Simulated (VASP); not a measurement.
# LiBiS (Pnma) in VASP: single point with PBE

Aim: the single point of LiBiS with PBE.

Everything below comes from runs of VASP 6.6.1. Logs are shortened: lines on timing, memory, paths and dates and some standing lists are left out, and cuts for length are marked.

### Step 1. The cell of the first run

The structure is orthorhombic, space group Pnma (No. 62). The conventional cell has a = 7.491 Å, b = 3.666 Å, c = 8.987 Å, α = 90.00°, β = 90.00°, γ = 90.00°. Bi (site symmetry m) has 3 S at 2.39 to 2.41 Å and 2 Li at 2.65 Å within 3.2 Å. Li (site symmetry m) has 4 Bi at 2.65 to 3.48 Å and 6 S at 3.19 to 3.44 Å within 3.5 Å. S (site symmetry m) has 4 Bi at 2.39 to 3.33 Å and 6 Li at 3.19 to 3.44 Å and 2 S at 3.28 Å within 3.5 Å.

### Step 2. Single point, PBE

INCAR

```
SYSTEM = LiBiS
ALGO = Normal
EDIFF = 1E-6
ENCUT = 520
GGA = PE
ISIF = 2
ISMEAR = 1
LASPH = .TRUE.
LCHARG = .TRUE.
LELF = .TRUE.
LREAL = .FALSE.
LVHAR = .TRUE.
LWAVE = .FALSE.
NBANDS = 60
NELM = 80
PREC = Accurate
SIGMA = 0.0196
```

KPOINTS

```
k-points
0
G
  4 3 7
  0 0 0
```

POSCAR

```
LiBiS
1.0
    7.4906890000      0.0000000000      0.0000000000
    0.0000000000      8.9870560000      0.0000000000
    0.0000000000      0.0000000000      3.6656560000
Bi Li S
4 4 4
Direct
    0.1300000000      0.1270000000      0.2500000000
    0.8700000000      0.8730000000      0.7500000000
    0.6300000000      0.3730000000      0.2500000000
    0.3700000000      0.6270000000      0.7500000000
    0.4800000000      0.8200000000      0.2500000000
    0.5200000000      0.1800000000      0.7500000000
    0.9800000000      0.6800000000      0.2500000000
    0.0200000000      0.3200000000      0.7500000000
    0.8250000000      0.0400000000      0.2500000000
    0.1750000000      0.9600000000      0.7500000000
    0.3250000000      0.4600000000      0.2500000000
    0.6750000000      0.5400000000      0.7500000000
```

Potentials or basis: VASP PAW PBE potentials, release 64 (Bi_d, Li_sv, S).

Started as:

```
cat potpaw_PBE.64/Bi_d/POTCAR potpaw_PBE.64/Li_sv/POTCAR potpaw_PBE.64/S/POTCAR > POTCAR
mpirun -np 1 vasp_std > vasp.out
```

OUTCAR:

```text
SYSTEM = LiBiS
   EDIFF = 1E-6
   ENCUT = 520
   GGA = PE
   ISIF = 2
   ISMEAR = 1
   LASPH = .TRUE.
   LREAL = .FALSE.
   NELM = 80
   PREC = Accurate

 ion  position               nearest neighbor table
   1  0.130  0.127  0.250-  10 2.39  10 2.39   9 2.41   8 2.65   8 2.65  11 3.33   2 3.52   2 3.52

   2  0.870  0.873  0.750-   9 2.39   9 2.39  10 2.41   7 2.65   7 2.65  12 3.33   1 3.52   1 3.52

   3  0.630  0.373  0.250-  12 2.39  12 2.39  11 2.41   6 2.65   6 2.65   9 3.33   4 3.52   4 3.52

   4  0.370  0.627  0.750-  11 2.39  11 2.39  12 2.41   5 2.65   5 2.65  10 3.33   3 3.52   3 3.52

   5  0.480  0.820  0.250-   4 2.65   4 2.65
   6  0.520  0.180  0.750-   3 2.65   3 2.65
   7  0.980  0.680  0.250-   2 2.65   2 2.65
   8  0.020  0.320  0.750-   1 2.65   1 2.65
   9  0.825  0.040  0.250-   2 2.39   2 2.39   1 2.41   3 3.33
  10  0.175  0.960  0.750-   1 2.39   1 2.39   2 2.41   4 3.33
  11  0.325  0.460  0.250-   4 2.39   4 2.39   3 2.41   1 3.33
  12  0.675  0.540  0.750-   3 2.39   3 2.39   4 2.41   2 3.33

  LATTYP: Found a simple orthorhombic cell.
 ALAT       =     3.6656560000
 B/A-ratio  =     2.0434784388
 C/A-ratio  =     2.4516910479

  Lattice vectors:

 A1 = (   0.0000000000,   0.0000000000,   3.6656560000)
 A2 = (   7.4906890000,   0.0000000000,   0.0000000000)
 A3 = (   0.0000000000,   8.9870560000,   0.0000000000)

Analysis of symmetry for initial positions (statically):
=====================================================================
 Subroutine PRICEL returns:
 Original cell was already a primitive cell.

 Routine SETGRP: Setting up the symmetry group for a
 simple orthorhombic supercell.

 Subroutine GETGRP returns: Found  8 space group operations
 (whereof  2 operations were pure point group operations)
 out of a pool of  8 trial point group operations.

The static configuration has the point symmetry S_2 .
 The point group associated with its full space group is D_2h.

Analysis of symmetry for dynamics (positions and initial velocities):
=====================================================================
 Subroutine PRICEL returns:
 Original cell was already a primitive cell.

 Routine SETGRP: Setting up the symmetry group for a
 simple orthorhombic supercell.

 Subroutine GETGRP returns: Found  8 space group operations
 (whereof  2 operations were pure point group operations)
[... 131 lines left out ...]
   TEBEG  =    0.0;   TEEND  =   0.0 temperature during run
   PSTRESS=    0.0 pullay stress
   NELECT =      96.0000    total number of electrons
   NUPDOWN=      -1.0000    fix difference up-down
   EMIN   =  10.00;   EMAX   =-10.00  energy-range for DOS
   EFERMI =   0.00;   METHOD = LEGACY
   ISMEAR =     1;   SIGMA  =   0.02  broadening in eV -4-tet -1-fermi 0-gaus
   EFERMI_NEDOS =   21; number of points for ismear=-14 and -15
   IALGO  =     38    algorithm
   IMIX   =      4    mixing-type and parameters
     AMIX     =   0.40;   BMIX     =  1.00
     AMIX_MAG =   1.60;   BMIX_MAG =  1.00
  volume/ion in A,a.u.               =      20.56       138.77
  Fermi-wavevector in a.u.,A,eV,Ry     =   1.195093  2.258398 19.432475  1.428247
  Thomas-Fermi vector in A             =   2.331067
   LORBIT       =      0    0 simple, 1 ext, 2 COOP (PROOUT), +10 PAW based schemes
   GGA     = PE    functional components
   LHFCALC =     F    Hartree Fock is set to
   AEXX    =    0.0000 exact exchange contribution
   IVDW    =     0    specifies the selected vdW correction
   LEPSILON=     F    determine dielectric tensor
   LRPA    =     F    only Hartree local field effects (RPA)
 non-spin polarized calculation
 Methfessel and Paxton  Order N= 1 SIGMA  =   0.02
  energy-cutoff  :      520.00
  volume of cell :      246.77
 maximum number of plane-waves:      6676
 NGX is ok and might be reduce to    56
   NGX = 27   NGY = 33   NGZ = 13

 number of electron      95.9999963 magnetization

 Free energy of the ion-electron system (eV)
  ---------------------------------------------------
  ext. energy  EPLUGINS =         0.00000000
  ---------------------------------------------------
  free energy    TOTEN  =       -32.47324187 eV

  energy without entropy =      -32.47307850  energy(sigma->0) =      -32.47318741

 E-fermi :   7.2394     XC(G=0):  -9.5695

 val. band max:        7.1576289700   @ k =   0.0000   0.3333   0.0000
 cond. band min:       7.2453070271   @ k =   0.2500   0.3333   0.0000
 fundamental gap:      0.0876780571
 Fermi energy:         7.2393973318

 k-point     1 :       0.0000    0.0000    0.0000
  band No.  band energies     occupation
      1     -40.4094      2.00000
      2     -40.4091      2.00000
      3     -40.4090      2.00000
      4     -40.4087      2.00000
      5     -16.7175      2.00000
      6     -16.7088      2.00000
[... 1501 lines left out ...]
     59      11.0514      0.00000
     60      11.0514      0.00000

------------------------ aborting loop because EDIFF is reached ----------------------------------------

  FORCE on cell =-STRESS in cart. coord.  units (eV):
  Direction    XX          YY          ZZ          XY          YZ          ZX
  --------------------------------------------------------------------------------------
  -------------------------------------------------------------------------------------
  Total       28.7608919     50.1980697     47.7129548      0.0000000      0.0000000      0.0000000
  in kB      186.7334028    325.9167486    309.7818539      0.0000000      0.0000000      0.0000000
  external PRESSURE =     274.1440018 kB  Pullay stress =       0.0000000 kB

 VOLUME and BASIS-vectors are now :
 -----------------------------------------------------------------------------
  energy-cutoff  :      520.00
  volume of cell :      246.77
      direct lattice vectors                 reciprocal lattice vectors
     7.490689000  0.000000000  0.000000000     0.133499068  0.000000000  0.000000000
     0.000000000  8.987056000  0.000000000     0.000000000  0.111271144  0.000000000
     0.000000000  0.000000000  3.665656000     0.000000000  0.000000000  0.272802467

 POSITION                                       TOTAL-FORCE (eV/Angst)
 -----------------------------------------------------------------------------------
      0.97379      1.14136      0.91641         2.836127      5.480006     -0.000000
      6.51690      7.84570      2.74924        -2.836127     -5.480006      0.000000
      4.71913      3.35217      0.91641         2.836127     -5.480006     -0.000000
      2.77155      5.63488      2.74924        -2.836127      5.480006     -0.000000
      3.59553      7.36939      0.91641         0.504779      1.247412      0.000000
      3.89516      1.61767      2.74924        -0.504779     -1.247412     -0.000000
      7.34088      6.11120      0.91641         0.504779     -1.247412      0.000000
      0.14981      2.87586      2.74924        -0.504779      1.247412     -0.000000
      6.17982      0.35948      0.91641        -3.683976      3.700091     -0.000000
      1.31087      8.62757      2.74924         3.683976     -3.700091     -0.000000
      2.43447      4.13405      0.91641        -3.683976     -3.700091     -0.000000
      5.05622      4.85301      2.74924         3.683976      3.700091     -0.000000
 -----------------------------------------------------------------------------------
    total drift:                               -0.000000      0.000000     -0.000000

  FREE ENERGIE OF THE ION-ELECTRON SYSTEM (eV)
  ---------------------------------------------------
  free  energy   TOTEN  =       -32.4732418704 eV

  energy  without entropy=      -32.4730784997  energy(sigma->0) =      -32.47318741
```

stdout:

```text
POSCAR found type information on POSCAR BiLiS
 POSCAR found :  3 types and      12 ions
 scaLAPACK will be used
 LDA part: xc-table for (Slater+PW92), standard interpolation
 POSCAR, INCAR and KPOINTS ok, starting setup
 FFT: planning ... GRIDC
 FFT: planning ... GRID_SOFT
 FFT: planning ... GRID
 WAVECAR not read
 entering main loop
```

Run time: 7.4 min. Hardware: 1 thread of Intel Xeon Platinum 8259CL at 2.50GHz (Skylake/Cascade Lake), shared host; peak memory 0.46 GiB.

What came out:

```
Free energy            : -32.4732 eV
Largest force          : 6.170 eV/Å
Band gap on the k mesh : zero (bands 48 and 49 overlap by 0.65 eV)
```

Forces on the atoms (eV/Å):
```
Bi   2.836  5.480  0.000
Bi  -2.836 -5.480  0.000
Bi   2.836 -5.480  0.000
Bi  -2.836  5.480  0.000
Li   0.505  1.247  0.000
Li  -0.505 -1.247  0.000
Li   0.505 -1.247  0.000
Li  -0.505  1.247  0.000
S   -3.684  3.700  0.000
S    3.684 -3.700  0.000
S   -3.684 -3.700  0.000
S    3.684  3.700  0.000
```

Caveat: the cutoff is under 1.25 times the usual one of these potentials, so pressure, stress and relaxed cells hold a basis-set (Pulay) error; spin-orbit coupling is left out, which moves the levels of the heavy elements; forces of over 1 eV/Å act on the atoms, so gaps and moduli don't describe the material at rest.
